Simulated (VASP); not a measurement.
# HfC (Fm-3m) in VASP: further runs, part 3 of 3

VASP 6.6.1. The steps go on from the part before.

### Step 6. Electric field gradients, PBE

This run uses another cell than the first one, of 12.44 Å³/atom, 1.667 times its volume.

File INCAR:

```
PREC = Accurate
ENCUT = 520
EDIFF = 1E-8
ISMEAR = -1
SIGMA = 0.05
LREAL = F
LASPH = T
NELM = 60
ALGO = Normal
ISIF = 2
LWAVE = F
LCHARG = F
GGA = PE
LEFG = T
NBANDS = 14
```

File KPOINTS:

```
Automatic mesh
0
Gamma
  13 13 13
```

File POSCAR:

```
HfC
1.0
    0.0000000000      2.3171388429      2.3171388429
    2.3171388429      0.0000000000      2.3171388429
    2.3171388429      2.3171388429      0.0000000000
Hf C
1 1
Direct
    0.0000000000      0.0000000000      0.0000000000
    0.5000000000      0.5000000000      0.5000000000
```

Potentials or basis: VASP PAW PBE potentials, release 64 (Hf_pv, C).

Run with:

```bash
$ cat potpaw_PBE.64/Hf_pv/POTCAR potpaw_PBE.64/C/POTCAR > POTCAR
$ mpirun -np 1 vasp_std > vasp.out
```

OUTCAR:

```text
PREC = Accurate
   ENCUT = 520
   EDIFF = 1E-8
   ISMEAR = -1
   LREAL = F
   LASPH = T
   NELM = 60
   ISIF = 2
   GGA = PE

 ion  position               nearest neighbor table
   1  0.000  0.000  0.000-   2 2.32   2 2.32   2 2.32   2 2.32   2 2.32   2 2.32
   2  0.500  0.500  0.500-   1 2.32   1 2.32   1 2.32   1 2.32   1 2.32   1 2.32

  LATTYP: Found a face centered cubic cell.
 ALAT       =     4.6342776858

  Lattice vectors:

 A1 = (   0.0000000000,   2.3171388429,   2.3171388429)
 A2 = (   2.3171388429,   0.0000000000,   2.3171388429)
 A3 = (   2.3171388429,   2.3171388429,   0.0000000000)

Analysis of symmetry for initial positions (statically):
=====================================================================
 Subroutine PRICEL returns:
 Original cell was already a primitive cell.

 Routine SETGRP: Setting up the symmetry group for a
 face centered cubic supercell.

 Subroutine GETGRP returns: Found 48 space group operations
 (whereof 48 operations were pure point group operations)
 out of a pool of 48 trial point group operations.

The static configuration has the point symmetry O_h .

Analysis of symmetry for dynamics (positions and initial velocities):
=====================================================================
 Subroutine PRICEL returns:
 Original cell was already a primitive cell.

 Routine SETGRP: Setting up the symmetry group for a
 face centered cubic supercell.

 Subroutine GETGRP returns: Found 48 space group operations
 (whereof 48 operations were pure point group operations)
 out of a pool of 48 trial point group operations.

The dynamic configuration has the point symmetry O_h .

 Subroutine INISYM returns: Found 48 space group operations
 (whereof 48 operations are pure point group operations),
 and found     1 'primitive' translations

----------------------------------------------------------------------------------------

                                     Primitive cell

  volume of cell :      24.8821

  direct lattice vectors                    reciprocal lattice vectors
     0.000000000  2.317138843  2.317138843    -0.215783358  0.215783358  0.215783358
     2.317138843  0.000000000  2.317138843     0.215783358 -0.215783358  0.215783358
     2.317138843  2.317138843  0.000000000     0.215783358  0.215783358 -0.215783358

  length of vectors
     3.276929178  3.276929178  3.276929178     0.373747739  0.373747739  0.373747739

  position of ions in fractional coordinates (direct lattice)
     0.000000000  0.000000000  0.000000000
     0.500000000  0.500000000  0.500000000

  ion indices of the primitive-cell ions
   primitive index   ion index
                 1           1
                 2           2

----------------------------------------------------------------------------------------

 KPOINTS: Automatic mesh

Automatic generation of k-mesh.
 Grid dimensions read from file:
 generate k-points for:   13   13   13

[... 80 lines left out ...]
   IALGO  =     38    algorithm
   IMIX   =      4    mixing-type and parameters
     AMIX     =   0.40;   BMIX     =  1.00
     AMIX_MAG =   1.60;   BMIX_MAG =  1.00
  volume/ion in A,a.u.               =      12.44        83.96
  Fermi-wavevector in a.u.,A,eV,Ry     =   1.351519  2.554000 24.852447  1.826603
  Thomas-Fermi vector in A             =   2.478934
   LORBIT       =      0    0 simple, 1 ext, 2 COOP (PROOUT), +10 PAW based schemes
   GGA     = PE    functional components
   LHFCALC =     F    Hartree Fock is set to
   AEXX    =    0.0000 exact exchange contribution
   IVDW    =     0    specifies the selected vdW correction
   LEPSILON=     F    determine dielectric tensor
   LRPA    =     F    only Hartree local field effects (RPA)
 non-spin polarized calculation
  energy-cutoff  :      520.00
  volume of cell :       24.88
 maximum number of plane-waves:       684
   NGX = 13   NGY = 13   NGZ = 13

 number of electron      14.0000001 magnetization

 Free energy of the ion-electron system (eV)
  ---------------------------------------------------
  ext. energy  EPLUGINS =         0.00000000
  ---------------------------------------------------
  free energy    TOTEN  =       -21.04572197 eV

  energy without entropy =      -21.04343777  energy(sigma->0) =      -21.04457987

 E-fermi :   6.0155     XC(G=0): -12.3356

 val. band max:        5.9231898622   @ k =   0.4615   0.4615   0.0000
 cond. band min:       6.0505556879   @ k =   0.0769   0.0000   0.0000
 fundamental gap:      0.1273658258
 Fermi energy:         6.0154561606

 k-point     1 :       0.0000    0.0000    0.0000
  band No.  band energies     occupation
      1     -23.4902      2.00000
      2     -23.4902      2.00000
      3     -23.4902      2.00000
      4      -6.3295      2.00000
      5       7.0362      0.00000
      6       7.0362      0.00000
      7       7.0362      0.00000
      8       7.4267      0.00000
      9       7.4267      0.00000
     10       7.4267      0.00000
     11       9.4545      0.00000
     12       9.4545      0.00000
     13      12.9803      0.00000
     14      17.0624      0.00000
[... 377 lines left out ...]
      1     -24.0985      2.00000
      2     -23.6381      2.00000
      3     -23.6017      2.00000
      4      -3.2891      2.00000
      5       0.9220      2.00000
      6       3.2207      2.00000
      7       3.6703      2.00000
      8       8.8207      0.00000
      9      11.6708      0.00000
     10      11.9640      0.00000
     11      14.4677      0.00000
     12      15.1389      0.00000
     13      17.5828      0.00000
     14      19.0364      0.00000

 [... further k-points ...]

------------------------ aborting loop because EDIFF is reached ----------------------------------------

  FORCE on cell =-STRESS in cart. coord.  units (eV):
  Direction    XX          YY          ZZ          XY          YZ          ZX
  --------------------------------------------------------------------------------------
  -------------------------------------------------------------------------------------
  Total        0.3124061      0.3124061      0.3124061     -0.0000000      0.0000000     -0.0000000
  in kB       20.1161063     20.1161063     20.1161063     -0.0000000      0.0000000     -0.0000000
  external PRESSURE =      20.1161063 kB  Pullay stress =       0.0000000 kB

 VOLUME and BASIS-vectors are now :
 -----------------------------------------------------------------------------
  energy-cutoff  :      520.00
  volume of cell :       24.88
      direct lattice vectors                 reciprocal lattice vectors
     0.000000000  2.317138843  2.317138843    -0.215783358  0.215783358  0.215783358
     2.317138843  0.000000000  2.317138843     0.215783358 -0.215783358  0.215783358
     2.317138843  2.317138843  0.000000000     0.215783358  0.215783358 -0.215783358

 POSITION                                       TOTAL-FORCE (eV/Angst)
 -----------------------------------------------------------------------------------
      0.00000      0.00000      0.00000         0.000000      0.000000      0.000000
      2.31714      2.31714      2.31714         0.000000      0.000000      0.000000
 -----------------------------------------------------------------------------------
    total drift:                                0.000000     -0.000000     -0.000000

  FREE ENERGIE OF THE ION-ELECTRON SYSTEM (eV)
  ---------------------------------------------------
  free  energy   TOTEN  =       -21.0457219741 eV

  energy  without entropy=      -21.0434377654  energy(sigma->0) =      -21.04457987

 Electric field gradients (V/A^2)
---------------------------------------------------------------------
 ion       V_xx      V_yy      V_zz      V_xy      V_xz      V_yz
---------------------------------------------------------------------
   1       0.000    -0.000    -0.000     0.000     0.000     0.000
   2      -0.000    -0.000    -0.000     0.000     0.000     0.000
---------------------------------------------------------------------

 Electric field gradients after diagonalization (V/A^2)
 (convention: |V_zz| > |V_xx| > |V_yy|)
----------------------------------------------------------------------
 ion       V_xx      V_yy      V_zz     asymmetry (V_yy - V_xx)/ V_zz
----------------------------------------------------------------------
   1      -0.000    -0.000     0.000       0.000
   2      -0.000    -0.000     0.001       0.000
----------------------------------------------------------------------

           NMR quadrupolar parameters

 Cq : quadrupolar parameter    Cq=e*Q*V_zz/h
 eta: asymmetry parameters     (V_yy - V_xx)/ V_zz
 Q  : nuclear electric quadrupole moment in mb (millibarn)
----------------------------------------------------------------------
 ion       Cq(MHz)       eta       Q (mb)
----------------------------------------------------------------------
   1       0.000       0.000       1.000
   2       0.000       0.000       1.000
----------------------------------------------------------------------
```

It took 36 s on 1 thread of Intel Xeon 8259CL, shared host; peak memory 0.16 GiB.

Results:

```
Free energy            : -21.0457 eV
Pressure               : 2.0 GPa
Band gap on the k mesh : zero (band 7 reaches 7.04 eV, above the bottom of band 8 at 5.64 eV)
```

Levels at points of the mesh, in eV from the Fermi level:
```csv
k point,band 4,band 5,band 6,band 7,band 8,band 9,band 10,band 11
"(0.00, 0.00, 0.00)",-12.34,1.02,1.02,1.02,1.41,1.41,1.41,3.44
```

Caveat: without QUAD_EFG the Cq values of the log hold for a quadrupole moment of 1 mb, not for the nuclei; spin-orbit coupling is left out, which moves the levels of the heavy elements.

### Step 7. The runs side by side

| cell | gap on the mesh (eV) | pressure (GPa) |
| --- | --- | --- |
| a = 2.764 Å, angles 60.0°, 2 atoms | none | 345.8 |
| a = 2.839 Å, angles 60.0°, 2 atoms | none | 250.6 |
| a = 3.104 Å, angles 60.0°, 2 atoms | none | 57.6 |
| a = 3.277 Å, angles 60.0°, 2 atoms | none | 2.0 |

Alike in all rows: task electric field gradients; level PBE; potentials or basis VASP PAW PBE potentials, release 64 (Hf_pv, C); no spin polarisation; k mesh 13 × 13 × 13; cutoff (eV) 520; smearing fermi-dirac 0.05 eV.

Caveats: spin-orbit coupling is left out, which moves the levels of the heavy elements.

Absolute energies hang on the potentials; compare differences alone.
